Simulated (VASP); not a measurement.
# AlRu (Pm-3m) in VASP: further runs

AlRu is run at these levels: PBE, PBE+D3(BJ); tasks: single point, relaxation of cell and atoms.

Program: VASP 6.6.1. These are calculated values, not measurements. Logs are shortened: lines on timing, memory, paths and dates and some standing lists are left out, and cuts for length are marked.

### Step 1. The cell of the first run

The structure is cubic, space group Pm-3m (No. 221). Conventional cell: a = 2.992 Å, b = 2.992 Å, c = 2.992 Å, α = 90.00°, β = 90.00°, γ = 90.00°. Al (site symmetry m-3m) has 8 Ru at 2.59 Å and 6 Al at 2.99 Å within 3.4 Å. Within 3.4 Å of Ru (site symmetry m-3m) lie 8 Al at 2.59 Å and 6 Ru at 2.99 Å.

### Step 2. Single point, PBE

File INCAR:

```
SYSTEM = AlRu
PREC = Accurate
ENCUT = 520
EDIFF = 1E-6
ISMEAR = 0
SIGMA = 0.1
LREAL = .FALSE.
LASPH = .TRUE.
NELM = 100
ALGO = Normal
ISIF = 2
LWAVE = .FALSE.
LCHARG = .FALSE.
GGA = PE
NBANDS = 16
```

File KPOINTS:

```
Automatic mesh
0
G
  6 6 6
  0 0 0
```

File POSCAR:

```
AlRu
1.0
    2.9916000000      0.0000000000      0.0000000000
    0.0000000000      2.9916000000      0.0000000000
    0.0000000000      0.0000000000      2.9916000000
Al Ru
1 1
Direct
    0.0000000000      0.0000000000      0.0000000000
    0.5000000000      0.5000000000      0.5000000000
```

Potentials or basis: VASP PAW PBE potentials, release 64 (Al, Ru_pv).

Launch:

```
$ cat potpaw_PBE.64/Al/POTCAR potpaw_PBE.64/Ru_pv/POTCAR > POTCAR
$ mpirun -np 1 vasp_std > vasp.out
```

OUTCAR:

```text
SYSTEM = AlRu
   PREC = Accurate
   ENCUT = 520
   EDIFF = 1E-6
   ISMEAR = 0
   LREAL = .FALSE.
   LASPH = .TRUE.
   NELM = 100
   ISIF = 2
   GGA = PE

 ion  position               nearest neighbor table
   1  0.000  0.000  0.000-   2 2.59   2 2.59   2 2.59   2 2.59   2 2.59   2 2.59   2 2.59   2 2.59

   2  0.500  0.500  0.500-   1 2.59   1 2.59   1 2.59   1 2.59   1 2.59   1 2.59   1 2.59   1 2.59

  LATTYP: Found a simple cubic cell.
 ALAT       =     2.9916000000

  Lattice vectors:

 A1 = (   2.9916000000,   0.0000000000,   0.0000000000)
 A2 = (   0.0000000000,   2.9916000000,   0.0000000000)
 A3 = (   0.0000000000,   0.0000000000,   2.9916000000)

Analysis of symmetry for initial positions (statically):
=====================================================================
 Subroutine PRICEL returns:
 Original cell was already a primitive cell.

 Routine SETGRP: Setting up the symmetry group for a
 simple cubic supercell.

 Subroutine GETGRP returns: Found 48 space group operations
 (whereof 48 operations were pure point group operations)
 out of a pool of 48 trial point group operations.

The static configuration has the point symmetry O_h .

Analysis of symmetry for dynamics (positions and initial velocities):
=====================================================================
 Subroutine PRICEL returns:
 Original cell was already a primitive cell.

 Routine SETGRP: Setting up the symmetry group for a
 simple cubic supercell.

 Subroutine GETGRP returns: Found 48 space group operations
 (whereof 48 operations were pure point group operations)
 out of a pool of 48 trial point group operations.

The dynamic configuration has the point symmetry O_h .

 Subroutine INISYM returns: Found 48 space group operations
 (whereof 48 operations are pure point group operations),
 and found     1 'primitive' translations

----------------------------------------------------------------------------------------

                                     Primitive cell

  volume of cell :      26.7738

  direct lattice vectors                    reciprocal lattice vectors
     2.991600000  0.000000000  0.000000000     0.334269287  0.000000000  0.000000000
     0.000000000  2.991600000  0.000000000     0.000000000  0.334269287  0.000000000
     0.000000000  0.000000000  2.991600000     0.000000000  0.000000000  0.334269287

  length of vectors
     2.991600000  2.991600000  2.991600000     0.334269287  0.334269287  0.334269287

  position of ions in fractional coordinates (direct lattice)
     0.000000000  0.000000000  0.000000000
     0.500000000  0.500000000  0.500000000

  ion indices of the primitive-cell ions
   primitive index   ion index
                 1           1
                 2           2

----------------------------------------------------------------------------------------

 KPOINTS: Automatic mesh

Automatic generation of k-mesh.
 Grid dimensions read from file:
 generate k-points for:    6    6    6

 Generating k-lattice:

  Cartesian coordinates                     Fractional coordinates (reciprocal lattice)
     0.055711548  0.000000000  0.000000000     0.166666667  0.000000000  0.000000000
     0.000000000  0.055711548  0.000000000     0.000000000  0.166666667  0.000000000
     0.000000000  0.000000000  0.055711548     0.000000000  0.000000000  0.166666667

  Length of vectors
     0.055711548  0.055711548  0.055711548

  Shift w.r.t. Gamma in fractional coordinates (k-lattice)
     0.000000000  0.000000000  0.000000000

 Subroutine IBZKPT returns following result:
 ===========================================

 Found     20 irreducible k-points:

 Following reciprocal coordinates:
            Coordinates               Weight
  0.000000  0.000000  0.000000      1.000000
  0.166667  0.000000  0.000000      6.000000
  0.333333  0.000000  0.000000      6.000000
  0.500000  0.000000  0.000000      3.000000
  0.166667  0.166667  0.000000     12.000000
  0.333333  0.166667  0.000000     24.000000
[... 12 lines left out ...]
  0.500000  0.500000  0.333333      6.000000
  0.500000  0.500000  0.500000      1.000000
   k-points           NKPTS =     20   k-points in BZ     NKDIM =     20   number of bands    NBANDS=     16
   number of dos      NEDOS =    301   number of ions     NIONS =      2
   total plane-waves  NPLWV =  13824
   dimension x,y,z NGX =    24 NGY =   24 NGZ =   24
   dimension x,y,z NGXF=    48 NGYF=   48 NGZF=   48
   ions per type =               1   1
   NGX,Y,Z   is equivalent  to a cutoff of  13.34, 13.34, 13.34 a.u.
   NGXF,Y,Z  is equivalent  to a cutoff of  26.67, 26.67, 26.67 a.u.
 SYSTEM =  AlRu
   PREC   = accura    normal or accurate (medium, high low for compatibility)
   ISTART =      0    job   : 0-new  1-cont  2-samecut
   ICHARG =      2    charge: 1-file 2-atom 10-const
   ISPIN  =      1    spin polarized calculation?
   LNONCOLLINEAR =      F non collinear calculations
   LSORBIT =      F    spin-orbit coupling
[... 113 lines left out ...]
      5       7.4246      2.00000
      6       7.5431      2.00000
[... 8 lines left out ...]
     15      24.0874      0.00000
     16      26.9633      0.00000

 k-point     6 :       0.3333    0.1667    0.0000
  band No.  band energies     occupation
      1     -31.2129      2.00000
      2     -31.0996      2.00000
      3     -31.0441      2.00000
      4       3.4253      2.00000
      5       6.9533      2.00000
      6       7.9620      2.00000
[... 8 lines left out ...]
     15      24.0134      0.00000
     16      25.4495      0.00000

 k-point     7 :       0.5000    0.1667    0.0000
  band No.  band energies     occupation
      1     -31.2639      2.00000
      2     -31.0946      2.00000
      3     -31.0396      2.00000
      4       5.1095      2.00000
      5       5.4440      2.00000
      6       8.2459      2.00000
[... 8 lines left out ...]
     15      22.8648      0.00000
     16      23.0166      0.00000

 k-point     8 :       0.3333    0.3333    0.0000
  band No.  band energies     occupation
      1     -31.2025      2.00000
      2     -31.1988      2.00000
      3     -31.0350      2.00000
      4       4.3283      2.00000
      5       6.8736      2.00000
      6       8.5605      2.00000
[... 8 lines left out ...]
     15      23.2586      0.00000
     16      25.5415      0.00000

 k-point     9 :       0.5000    0.3333    0.0000
  band No.  band energies     occupation
      1     -31.2506      2.00000
      2     -31.1945      2.00000
      3     -31.0305      2.00000
      4       4.8277      2.00000
      5       6.7845      2.00000
      6       8.9261      2.00000
[... 8 lines left out ...]
     15      22.9615      0.00000
     16      26.0782      0.00000
[... 96 lines left out ...]
 k-point    15 :       0.5000    0.3333    0.1667
  band No.  band energies     occupation
      1     -31.2447      2.00000
      2     -31.1891      2.00000
      3     -31.0801      2.00000
      4       5.0612      2.00000
      5       7.0538      2.00000
      6       7.6798      2.00000
[... 8 lines left out ...]
     15      22.7996      0.00000
     16      23.9515      0.00000

 k-point    16 :       0.5000    0.5000    0.1667
  band No.  band energies     occupation
      1     -31.2382      2.00000
      2     -31.2382      2.00000
      3     -31.0752      2.00000
      4       4.9562      2.00000
      5       7.6787      2.00000
      6       7.6787      2.00000
[... 8 lines left out ...]
     15      23.2797      0.00000
     16      23.2797      0.00000

 k-point    17 :       0.3333    0.3333    0.3333
  band No.  band energies     occupation
      1     -31.1864      2.00000
      2     -31.1826      2.00000
      3     -31.1826      2.00000
      4       5.1976      2.00000
      5       7.0145      2.00000
      6       7.0145      2.00000
[... 8 lines left out ...]
     15      21.1548      0.00000
     16      22.7987      0.00000

 k-point    18 :       0.5000    0.3333    0.3333
  band No.  band energies     occupation
      1     -31.2328      2.00000
      2     -31.1793      2.00000
      3     -31.1771      2.00000
      4       5.5317      2.00000
      5       6.6585      2.00000
      6       6.7589      2.00000
[... 8 lines left out ...]
     15      21.8775      0.00000
     16      22.7980      0.00000

 k-point    19 :       0.5000    0.5000    0.3333
  band No.  band energies     occupation
      1     -31.2268      2.00000
      2     -31.2268      2.00000
      3     -31.1728      2.00000
      4       5.6430      2.00000
      5       6.4952      2.00000
      6       6.4952      2.00000
[... 8 lines left out ...]
     15      20.6606      0.00000
     16      22.7955      0.00000

 k-point    20 :       0.5000    0.5000    0.5000
  band No.  band energies     occupation
      1     -31.2212      2.00000
      2     -31.2212      2.00000
      3     -31.2212      2.00000
      4       6.0779      2.00000
      5       6.0779      2.00000
      6       6.0779      2.00000
[... 8 lines left out ...]
     15      19.2372      0.00000
     16      22.6127      0.00000

------------------------ aborting loop because EDIFF is reached ----------------------------------------

  FORCE on cell =-STRESS in cart. coord.  units (eV):
  Direction    XX          YY          ZZ          XY          YZ          ZX
  --------------------------------------------------------------------------------------
  -------------------------------------------------------------------------------------
  Total        0.4140729      0.4140729      0.4140729      0.0000000     -0.0000000     -0.0000000
  in kB       24.7786015     24.7786015     24.7786015      0.0000000     -0.0000000     -0.0000000
  external PRESSURE =      24.7786015 kB  Pullay stress =       0.0000000 kB

 VOLUME and BASIS-vectors are now :
 -----------------------------------------------------------------------------
  energy-cutoff  :      520.00
  volume of cell :       26.77
      direct lattice vectors                 reciprocal lattice vectors
     2.991600000  0.000000000  0.000000000     0.334269287  0.000000000  0.000000000
     0.000000000  2.991600000  0.000000000     0.000000000  0.334269287  0.000000000
     0.000000000  0.000000000  2.991600000     0.000000000  0.000000000  0.334269287

 POSITION                                       TOTAL-FORCE (eV/Angst)
 -----------------------------------------------------------------------------------
      0.00000      0.00000      0.00000         0.000000      0.000000      0.000000
      1.49580      1.49580      1.49580         0.000000      0.000000      0.000000
 -----------------------------------------------------------------------------------
    total drift:                                0.000000     -0.000000     -0.000000

  FREE ENERGIE OF THE ION-ELECTRON SYSTEM (eV)
  ---------------------------------------------------
  free  energy   TOTEN  =       -14.2585260692 eV

  energy  without entropy=      -14.2453621698  energy(sigma->0) =      -14.25194412
```

It took 5.1 s on 1 thread of AMD EPYC 9R45 (Zen 5), shared host; peak memory 0.11 GiB.

Results:

```yaml
Free_energy: -14.2585 eV
Pressure: 2.5 GPa
```

Levels at points of the mesh, in eV from the Fermi level:
```csv
k point,band 4,band 5,band 6,band 7,band 8,band 9,band 10,band 11,band 12,band 13
"(0.00, 0.00, 0.00)",-9.55,-3.43,-3.43,0.30,0.30,0.30,6.20,6.20,6.20,11.10
"(0.50, 0.00, 0.00)",-5.71,-5.36,-2.63,-1.48,-1.48,0.55,2.42,7.57,11.16,11.16
"(0.50, 0.50, 0.00)",-5.92,-2.92,-1.24,-1.24,-1.05,-1.05,1.67,5.44,6.35,10.71
"(0.50, 0.50, 0.50)",-4.51,-4.51,-4.51,1.76,1.76,2.69,4.27,4.27,4.27,8.65
```

### Step 3. Single point, PBE

This run uses another cell than the first one, of 13.56 Å³/atom, 1.013 times its volume.

File INCAR:

```
ALGO = Fast
EDIFF = 1E-6
ENCUT = 520
GGA = PE
ISIF = 2
ISMEAR = 0
LASPH = True
LCHARG = False
LREAL = False
LWAVE = False
NBANDS = 16
NELM = 60
PREC = Accurate
SIGMA = 0.1
```

File KPOINTS:

```
k-points
0
Gamma
  14 14 14
```

File POSCAR:

```
AlRu
1.0
    3.0040847246      0.0000000000      0.0000000000
    0.0000000000      3.0040847246      0.0000000000
    0.0000000000      0.0000000000      3.0040847246
Al Ru
1 1
Direct
    0.0000000000      0.0000000000      0.0000000000
    0.5000000000      0.5000000000      0.5000000000
```

Potentials or basis: VASP PAW PBE potentials, release 64 (Al, Ru_pv).

Launch:

```
$ cat potpaw_PBE.64/Al/POTCAR potpaw_PBE.64/Ru_pv/POTCAR > POTCAR
$ mpirun -np 1 vasp_std > vasp.out
```

Run time: 24 s. Hardware: 1 thread of AMD EPYC 9R45 (Zen 5), shared host; peak memory 0.14 GiB.

Results (log left out):

- Free energy: -14.2582 eV
- Pressure: 0.0 GPa

Levels at points of the mesh, in eV from the Fermi level:
```tsv
k point	band 7	band 8	band 9	band 10	band 11	band 12
(0.00, 0.00, 0.00)	0.18	0.18	0.18	6.02	6.02	6.02
(0.50, 0.00, 0.00)	-1.57	-1.57	0.42	2.25	7.46	10.97
(0.50, 0.50, 0.00)	-1.36	-1.14	-1.14	1.51	5.23	6.11
(0.50, 0.50, 0.50)	1.60	1.60	2.50	4.11	4.11	4.11
```

### Step 4. Single point, PBE+D3(BJ)

This run uses another cell than the first one, of 13.23 Å³/atom, 0.988 times its volume.

File INCAR:

```
SYSTEM = AlRu
PREC = Accurate
ENCUT = 520
EDIFF = 1E-7
ISMEAR = 0
SIGMA = 0.1
LREAL = .False.
LASPH = .True.
NELM = 100
ALGO = Normal
ISIF = 2
LWAVE = .False.
LCHARG = .False.
GGA = PE
IVDW = 12
NBANDS = 16
```

File KPOINTS:

```
Automatic mesh
0
Gamma
  14 14 14
  0 0 0
```

File POSCAR:

```
AlRu
1.0
    2.9795224413      0.0000000000      0.0000000000
    0.0000000000      2.9795224413      0.0000000000
    0.0000000000      0.0000000000      2.9795224413
Al Ru
1 1
Direct
    0.0000000000      0.0000000000      0.0000000000
    0.5000000000      0.5000000000      0.5000000000
```

Launch:

```
$ cat potpaw_PBE.64/Al/POTCAR potpaw_PBE.64/Ru_pv/POTCAR > POTCAR
$ mpirun -np 1 vasp_std > vasp.out
```

Run time: 12 s. Hardware: 1 thread of Intel Xeon 6975P-C (Granite Rapids), shared host; peak memory 0.18 GiB.

It converged, with:

- Free energy: -15.2904 eV
- Pressure: -1.3 GPa
- Dispersion energy per atom: -0.522 eV

Levels at points of the mesh, in eV from the Fermi level:
```tsv
k point	band 5	band 6	band 7	band 8	band 9	band 10	band 11	band 12	band 13	band 14
(0.00, 0.00, 0.00)	-3.63	-3.63	0.19	0.19	0.19	6.14	6.14	6.14	11.05	11.05
(0.50, 0.00, 0.00)	-5.51	-2.81	-1.63	-1.63	0.44	2.34	7.44	11.10	11.10	12.13
(0.50, 0.50, 0.00)	-3.11	-1.37	-1.37	-1.19	-1.19	1.57	5.40	6.36	10.69	12.13
(0.50, 0.50, 0.50)	-4.70	-4.70	1.67	1.67	2.65	4.17	4.17	4.17	8.65	8.65
```

Caveat: three body term missing; pairwise dispersion overbinds metals, which lowers pressure and volume.

### Step 5. Single point, PBE+D3(BJ)

File INCAR:

```
ALGO = Fast ; EDIFF = 1E-7
ENCUT = 520 ; GGA = PE
ISIF = 2 ; ISMEAR = 0
IVDW = 12 ; LASPH = T
LCHARG = T ; LELF = T
LREAL = F ; LVHAR = T
LWAVE = F ; NBANDS = 16
NELM = 60 ; PREC = Accurate
SIGMA = 0.1
```

File KPOINTS:

```
k-points
0
Gamma
  14 14 14
```

File POSCAR:

```
AlRu
1.0
    2.9916000000      0.0000000000      0.0000000000
    0.0000000000      2.9916000000      0.0000000000
    0.0000000000      0.0000000000      2.9916000000
Al Ru
1 1
Direct
    0.0000000000      0.0000000000      0.0000000000
    0.5000000000      0.5000000000      0.5000000000
```

Launch:

```
$ cat potpaw_PBE.64/Al/POTCAR potpaw_PBE.64/Ru_pv/POTCAR > POTCAR
$ mpirun -np 1 vasp_std > vasp.out
```

Run time: 15 s. Hardware: 1 thread of Intel Xeon 6975P-C (Granite Rapids), shared host; peak memory 0.18 GiB.

The run converged. Its results:

| Quantity | Value |
| --- | --- |
| Free energy | -15.2853 eV |
| Pressure | -3.9 GPa |
| Dispersion energy per atom | -0.515 eV |

Levels at points of the mesh, in eV from the Fermi level:
```csv
k point,band 6,band 7,band 8,band 9,band 10,band 11,band 12,band 13
"(0.00, 0.00, 0.00)",-3.56,0.18,0.18,0.18,6.08,6.08,6.08,10.98
"(0.50, 0.00, 0.00)",-2.76,-1.60,-1.60,0.43,2.30,7.45,11.03,11.03
"(0.50, 0.50, 0.00)",-1.36,-1.36,-1.16,-1.16,1.54,5.32,6.24,10.59
"(0.50, 0.50, 0.50)",-4.63,1.63,1.63,2.58,4.14,4.14,4.14,8.54
```

Caveat: three body term missing; pairwise dispersion overbinds metals, which lowers pressure and volume.

### Step 6. Relaxation of cell and atoms, PBE

File INCAR:

```
PREC = Accurate
ENCUT = 600
EDIFF = 1E-6
ISMEAR = 0
SIGMA = 0.1
LREAL = False
LASPH = True
NELM = 80
ALGO = Normal
ISIF = 3
LWAVE = False
LCHARG = False
GGA = PE
IBRION = 2
NSW = 100
EDIFFG = -0.005
```

File KPOINTS:

```
Automatic mesh
0
Gamma
  14 14 14
```

POSCAR is that of step 5.

Potentials or basis: VASP PAW PBE potentials, release 64 (Al, Ru_pv).

Launch:

```
$ cat potpaw_PBE.64/Al/POTCAR potpaw_PBE.64/Ru_pv/POTCAR > POTCAR
$ mpirun -np 1 vasp_std > vasp.out
```

Wall time 19 s (1 thread of Intel Xeon 6975P-C (Granite Rapids), shared host); peak memory 0.18 GiB.

The run converged. Its results:

```yaml
Free_energy: -14.2580 eV
Relaxed_volume: 13.55 Å³/atom
Relaxed_cell: a = 3.004 Å, b = 3.004 Å, c = 3.004 Å, α = 90.00°, β = 90.00°, γ = 90.00°
Space_group_after_relaxing_to_0.05_Å: Pm-3m (No. 221)
Energy_gained_by_relaxing: 1.3 meV/atom
Ionic_steps: 3
Pressure_after_relaxing: 0.0 GPa
```

Step by step:
```tsv
step	energy change (eV)	largest force (eV/Å)	pressure (GPa)	volume (Å³)
1	0.0000	0.0000	2.55	26.77
2	0.0033	0.0000	-3.66	27.61
3	-0.0025	0.0000	-0.02	27.10
```

Final structure:
```
Al Ru
1.0
     3.00376    0.00000    0.00000
     0.00000    3.00376    0.00000
     0.00000    0.00000    3.00376
Al Ru
1 1
Direct
  0.00000 0.00000 0.00000
  0.50000 0.50000 0.50000
```

Levels at points of the mesh, in eV from the Fermi level:
| k point | band 7 | band 8 | band 9 | band 10 | band 11 | band 12 |
| --- | --- | --- | --- | --- | --- | --- |
| (0.00, 0.00, 0.00) | 0.18 | 0.18 | 0.18 | 6.02 | 6.02 | 6.02 |
| (0.50, 0.00, 0.00) | -1.57 | -1.57 | 0.42 | 2.25 | 7.45 | 10.97 |
| (0.50, 0.50, 0.00) | -1.36 | -1.14 | -1.14 | 1.51 | 5.24 | 6.11 |
| (0.50, 0.50, 0.50) | 1.60 | 1.60 | 2.50 | 4.11 | 4.11 | 4.11 |

PBE usually gives volumes a little too large and moduli too small. Zero-point motion and thermal expansion aren't in these numbers.

### Step 7. The runs side by side

| task | level | cell | k mesh | cutoff (eV) | gap on the mesh (eV) | pressure (GPa) |
| --- | --- | --- | --- | --- | --- | --- |
| single point | PBE | a = 2.992 Å, 2 atoms | 6 × 6 × 6 | 520 | none | 2.5 |
| single point | PBE | a = 3.004 Å, 2 atoms | 14 × 14 × 14 | 520 | none | 0.0 |
| single point | PBE+D3(BJ) | a = 2.980 Å, 2 atoms | 14 × 14 × 14 | 520 | none | -1.3 |
| single point | PBE+D3(BJ) | a = 2.992 Å, 2 atoms | 14 × 14 × 14 | 520 | none | -3.9 |
| relaxation of cell and atoms | PBE | relaxed from a = 2.992 Å, 2 atoms | 14 × 14 × 14 | 600 | none | 0.0 |

Alike in all rows: potentials or basis VASP PAW PBE potentials, release 64 (Al, Ru_pv); no spin polarisation; smearing gaussian 0.1 eV.

Caveats: three body term missing (some runs); pairwise dispersion overbinds metals, which lowers pressure and volume (some runs).

Absolute energies hang on the potentials; compare differences alone.
